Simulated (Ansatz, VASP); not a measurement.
**One calculation of CuI, two programs**

```
Cu I
1.0
     3.73317   -3.71109    0.00000
     3.73317    3.71109    0.00000
     0.00000    0.00000    4.30700
Cu I
2 2
Cartesian
  3.7332 0.5905 3.2302
  3.7332 -0.5905 1.0767
  3.7332 -2.0043 3.2302
  3.7332 2.0043 1.0767
```

Alike in both runs: task single point; functional BLYP; k mesh 4 × 4 × 6; no spin polarisation.

|  | VASP | Ansatz |
| --- | --- | --- |
| version | VASP 6.6.1 | Ansatz 0.2.0 |
| potentials or method | VASP PAW PBE potentials, release 64 (Cu, I) | plane waves, PAW |
| plane-wave cutoff (eV) | 520 | 420 |
| occupations | gaussian, width 0.01 eV | fixed |
| valence electrons in the cell | 36 | 72 |

Ansatz gave:

| Property | Result |
| --- | --- |
| gap on the k mesh at the Fermi level (eV) | 1.05 |
| pressure (GPa) | 4.1 |
| traceless stress, the component that is largest in VASP (GPa) | -1.75 |

Problem. What did VASP give for the same quantities?

Solution. gap on the k mesh at the Fermi level (eV): 1.08; pressure (GPa): 4.3; traceless stress, the component that is largest in VASP (GPa): -1.88.

VASP's potentials were made for PBE, not for BLYP. VASP's potentials hold 36 valence electrons a cell and Ansatz's 72, so a difference there can come from the potentials and not from the codes.

Spin-orbit coupling is off throughout.
